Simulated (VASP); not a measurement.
# SrAl2O2 (P-3m1) in VASP: further runs, part 3 of 3

VASP 6.6.1. Earlier steps stand in the parts before.

### 5 Relaxation of cell and atoms, PBE

Contents of INCAR:

```
ALGO = Normal ; EDIFF = 1E-6
EDIFFG = -0.01 ; ENCUT = 600
GGA = PE ; IBRION = 2
ISIF = 3 ; ISMEAR = 0
LASPH = True ; LCHARG = False
LREAL = False ; LWAVE = False
NELM = 80 ; NSW = 100
PREC = Accurate ; SIGMA = 0.1
```

Contents of KPOINTS:

```
k-points
0
Gamma
  12 12 6
```

Contents of POSCAR:

```
SrAl2O2
1.0
    3.5005007598      0.0000000000      0.0000000000
   -1.7502503799      3.0315225839      0.0000000000
    0.0000000000      0.0000000000      7.9642560899
Sr Al O
1 2 2
Direct
    0.0000000000      0.0000000000      0.5000000000
    0.3333333333      0.6666666667      0.8539746706
    0.6666666667      0.3333333333      0.1460253294
    0.3333333333      0.6666666667      0.0969204156
    0.6666666667      0.3333333333      0.9030795844
```

Potentials or basis: VASP PAW PBE potentials, release 64 (Sr_sv, Al, O).

Launch:

```sh
> cat potpaw_PBE.64/Sr_sv/POTCAR potpaw_PBE.64/Al/POTCAR potpaw_PBE.64/O/POTCAR > POTCAR
> mpirun -np 1 vasp_std > vasp.out
```

OUTCAR:

```text
EDIFF = 1E-6
   EDIFFG = -0.01
   ENCUT = 600
   GGA = PE
   IBRION = 2
   ISIF = 3
   ISMEAR = 0
   LASPH = True
   LREAL = False
   NELM = 80
   NSW = 100
   PREC = Accurate

 ion  position               nearest neighbor table
   1  0.000  0.000  0.500-   2 3.47   3 3.47   2 3.47   3 3.47   3 3.47   2 3.47
   2  0.333  0.667  0.854-   4 1.93   5 2.06   5 2.06   5 2.06   3 3.08   3 3.08   3 3.08   1 3.47
                             1 3.47   1 3.47
   3  0.667  0.333  0.146-   5 1.93   4 2.06   4 2.06   4 2.06   2 3.08   2 3.08   2 3.08   1 3.47
                             1 3.47   1 3.47
   4  0.333  0.667  0.097-   2 1.93   3 2.06   3 2.06   3 2.06
   5  0.667  0.333  0.903-   3 1.93   2 2.06   2 2.06   2 2.06

  LATTYP: Found a hexagonal cell.
 ALAT       =     3.5005007598
 C/A-ratio  =     2.2751762209

  Lattice vectors:

 A1 = (   3.5005007598,   0.0000000000,   0.0000000000)
 A2 = (  -1.7502503799,   3.0315225839,   0.0000000000)
 A3 = (   0.0000000000,   0.0000000000,   7.9642560899)

Analysis of symmetry for initial positions (statically):
=====================================================================
 Subroutine PRICEL returns:
 Original cell was already a primitive cell.

 Routine SETGRP: Setting up the symmetry group for a
 hexagonal supercell.

 Subroutine GETGRP returns: Found 12 space group operations
 (whereof 12 operations were pure point group operations)
 out of a pool of 24 trial point group operations.

The static configuration has the point symmetry D_3d.

Analysis of symmetry for dynamics (positions and initial velocities):
=====================================================================
 Subroutine PRICEL returns:
 Original cell was already a primitive cell.

 Routine SETGRP: Setting up the symmetry group for a
 hexagonal supercell.

 Subroutine GETGRP returns: Found 12 space group operations
 (whereof 12 operations were pure point group operations)
 out of a pool of 24 trial point group operations.
[... 130 lines left out ...]
  Thomas-Fermi vector in A             =   2.269490
   LORBIT       =      0    0 simple, 1 ext, 2 COOP (PROOUT), +10 PAW based schemes
   GGA     = PE    functional components
   LHFCALC =     F    Hartree Fock is set to
   AEXX    =    0.0000 exact exchange contribution
   IVDW    =     0    specifies the selected vdW correction
   LEPSILON=     F    determine dielectric tensor
   LRPA    =     F    only Hartree local field effects (RPA)
 conjugate gradient relaxation of ions
 non-spin polarized calculation
 Gauss-broadening in eV      SIGMA  =   0.10
  energy-cutoff  :      600.00
  volume of cell :       84.52
 maximum number of plane-waves:      2836
   NGX = 13   NGY = 13   NGZ = 31

--------------------------------------- Ionic step        1  -------------------------------------------

 number of electron      27.9999999 magnetization

 Free energy of the ion-electron system (eV)
  ---------------------------------------------------
  ext. energy  EPLUGINS =         0.00000000
  ---------------------------------------------------
  free energy    TOTEN  =       -26.51110073 eV

  energy without entropy =      -26.50644557  energy(sigma->0) =      -26.50877315

------------------------ aborting loop because EDIFF is reached ----------------------------------------

  FORCE on cell =-STRESS in cart. coord.  units (eV):
  Direction    XX          YY          ZZ          XY          YZ          ZX
  --------------------------------------------------------------------------------------
  -------------------------------------------------------------------------------------
  Total       -0.0578752     -0.0578752      0.2538450      0.0000000     -0.0000000      0.0000000
  in kB       -1.0971514     -1.0971514      4.8121920      0.0000000     -0.0000000      0.0000000
  external PRESSURE =       0.8726298 kB  Pullay stress =       0.0000000 kB
[... 260 lines left out ...]
--------------------------------------- Ionic step        8  -------------------------------------------

 number of electron      27.9999998 magnetization

 Free energy of the ion-electron system (eV)
  ---------------------------------------------------
  ext. energy  EPLUGINS =         0.00000000
  ---------------------------------------------------
  free energy    TOTEN  =       -26.51246566 eV

  energy without entropy =      -26.50782974  energy(sigma->0) =      -26.51014770

 E-fermi :   5.4809     XC(G=0):  -9.6332

 val. band max:        5.4749031814   @ k =   0.5000   0.0000   0.1667
 cond. band min:       5.4820673059   @ k =   0.5000   0.0000   0.3333
 fundamental gap:      0.0071641245
 Fermi energy:         5.4809293986

 k-point     1 :       0.0000    0.0000    0.0000
  band No.  band energies     occupation
      1     -30.3054      2.00000
      2     -15.7676      2.00000
      3     -13.8667      2.00000
      4     -12.3143      2.00000
      5     -11.9172      2.00000
      6     -11.9172      2.00000
[... 481 lines left out ...]
      5     -12.1852      2.00000
      6     -11.9749      2.00000
[... 10 lines left out ...]
     17       8.4631      0.00000
     18       9.4546      0.00000

 [... further k-points ...]
[... 5 lines left out ...]
  --------------------------------------------------------------------------------------
  -------------------------------------------------------------------------------------
  Total       -0.0031396     -0.0031396      0.0063517      0.0000000     -0.0000000      0.0000000
  in kB       -0.0595969     -0.0595969      0.1205695      0.0000000     -0.0000000      0.0000000
  external PRESSURE =       0.0004586 kB  Pullay stress =       0.0000000 kB
[... 20 lines left out ...]
  FREE ENERGIE OF THE ION-ELECTRON SYSTEM (eV)
  ---------------------------------------------------
  free  energy   TOTEN  =       -26.5124656579 eV

  energy  without entropy=      -26.5078297365  energy(sigma->0) =      -26.51014770

 reached required accuracy - stopping structural energy minimisation
```

OSZICAR:

```text
N       E                     dE             d eps       ncg     rms          rms(c)
DAV:   1     0.165767591153E+03    0.16577E+03   -0.15025E+04  3600   0.156E+03
DAV:   2    -0.168165201499E+02   -0.18258E+03   -0.17930E+03  4900   0.300E+02
DAV:   3    -0.293445217772E+02   -0.12528E+02   -0.12455E+02  5302   0.793E+01
DAV:   4    -0.297370470743E+02   -0.39253E+00   -0.39182E+00  5192   0.103E+01
[... 60 lines left out ...]
DAV:   1    -0.265125109658E+02   -0.56887E-04   -0.13960E-02  3600   0.974E-01    0.465E-02
DAV:   2    -0.265124827934E+02    0.28172E-04   -0.20550E-04  4470   0.103E-01    0.288E-02
DAV:   3    -0.265124672748E+02    0.15519E-04   -0.26638E-05  4694   0.364E-02    0.126E-02
DAV:   4    -0.265124657846E+02    0.14903E-05   -0.44939E-06  4452   0.154E-02    0.496E-03
DAV:   5    -0.265124656579E+02    0.12669E-06   -0.26809E-07  1842   0.339E-03
   8 F= -.26512466E+02 E0= -.26510148E+02  d E =-.249164E-03
```

CONTCAR:

```text
SrAl2O2
   1.00000000000000
     3.4830438030852622    0.0000000000000000    0.0000000000000000
    -1.7415219015426311    3.0164044159130716    0.0000000000000000
    -0.0000000000000000   -0.0000000000000000    8.0336271040050136
  Sr              Al              O
     1     2     2
Direct
     0.0000000000000000    0.0000000000000000    0.5000000000000000
     0.3333333332999970    0.6666666667000030    0.8543394217018482
     0.6666666667000030    0.3333333332999970    0.1456605782981517
     0.3333333332999970    0.6666666667000030    0.0964847732821238
     0.6666666667000030    0.3333333332999970    0.9035152267178762

  0.00000000E+00  0.00000000E+00  0.00000000E+00
  0.00000000E+00  0.00000000E+00  0.00000000E+00
  0.00000000E+00  0.00000000E+00  0.00000000E+00
  0.00000000E+00  0.00000000E+00  0.00000000E+00
  0.00000000E+00  0.00000000E+00  0.00000000E+00
```

It took 4.3 min on 1 thread of Intel Xeon 6975P-C (Granite Rapids), shared host; peak memory 0.37 GiB.

Results:

```yaml
Free_energy: -26.5125 eV
Relaxed_volume: 16.88 Å³/atom
Relaxed_cell: a = 3.483 Å, b = 3.483 Å, c = 8.034 Å, α = 90.00°, β = 90.00°, γ = 120.00°
Space_group_after_relaxing_to_0.05_Å: P-3m1 (No. 164)
Energy_gained_by_relaxing: 0.3 meV/atom
Ionic_steps: 8
Pressure_after_relaxing: 0.0 GPa
Largest_force_after_relaxing: 0.006 eV/Å
Band_gap_on_the_k_mesh: zero (band 14 reaches 5.62 eV, above the bottom of band 15 at 4.90 eV)
```

Forces on the atoms (eV/Å):
```
Sr   0.000  0.000  0.000
Al   0.000  0.000 -0.001
Al   0.000  0.000  0.001
O    0.000  0.000  0.006
O    0.000  0.000 -0.006
```

Step by step:
```
step  energy change (eV)  largest force (eV/Å)  pressure (GPa)  volume (Å³)
   1              0.0000                0.0303            0.09        84.52
   2             -0.0005                0.0191           -0.10        84.63
   3             -0.0006                0.0434           -0.18        84.69
   4             -0.0010                0.0410           -0.05        84.54
   5             -0.0011                0.0501            0.13        84.34
   6             -0.0011                0.0382            0.07        84.40
   7             -0.0014                0.0107            0.02        84.40
   8             -0.0014                0.0057            0.00        84.40
```

Final structure:
```yaml
crystal:
  lattice:
    - [3.48304, 0.00000, 0.00000]
    - [-1.74152, 3.01640, 0.00000]
    - [0.00000, 0.00000, 8.03363]
  atoms:
    - { symbol: Sr, position: [0.00000, 0.00000, 0.50000] }
    - { symbol: Al, position: [0.33333, 0.66667, 0.85434] }
    - { symbol: Al, position: [0.66667, 0.33333, 0.14566] }
    - { symbol: O, position: [0.33333, 0.66667, 0.09648] }
    - { symbol: O, position: [0.66667, 0.33333, 0.90352] }
```

### 6 The runs side by side

| task | spin | cell | k mesh | cutoff (eV) | gap on the mesh (eV) | pressure (GPa) | relaxed volume (Å³/atom) | largest force (eV/Å) |
| --- | --- | --- | --- | --- | --- | --- | --- | --- |
| single point | off | a = 3.488, b = 3.488, c = 8.028 Å, angles 90.0, 90.0, 120.0°, 5 atoms | 12 × 12 × 6 | 520 | none | 0.0 | - | 0.01 |
| relaxation of cell and atoms | off | relaxed from a = 4.267, b = 4.267, c = 6.235 Å, angles 90.0, 90.0, 120.0°, 5 atoms | 6 × 6 × 4 | 600 | none | -0.1 | 16.90 | 0.03 |
| single point | collinear, ferromagnetic start | a = 4.267, b = 4.267, c = 6.235 Å, angles 90.0, 90.0, 120.0°, 5 atoms | 6 × 6 × 4 | 520 | none | -4.2 | - | 5.56 |
| relaxation of cell and atoms | off | relaxed from a = 3.501, b = 3.501, c = 7.964 Å, angles 90.0, 90.0, 120.0°, 5 atoms | 12 × 12 × 6 | 600 | none | 0.0 | 16.88 | 0.01 |

Alike in all rows: level PBE; potentials or basis VASP PAW PBE potentials, release 64 (Sr_sv, Al, O); smearing gaussian 0.1 eV.

Caveats: forces of over 1 eV/Å act on the atoms, so gaps and moduli don't describe the material at rest (some runs).

Absolute energies hang on the potentials; compare differences alone.
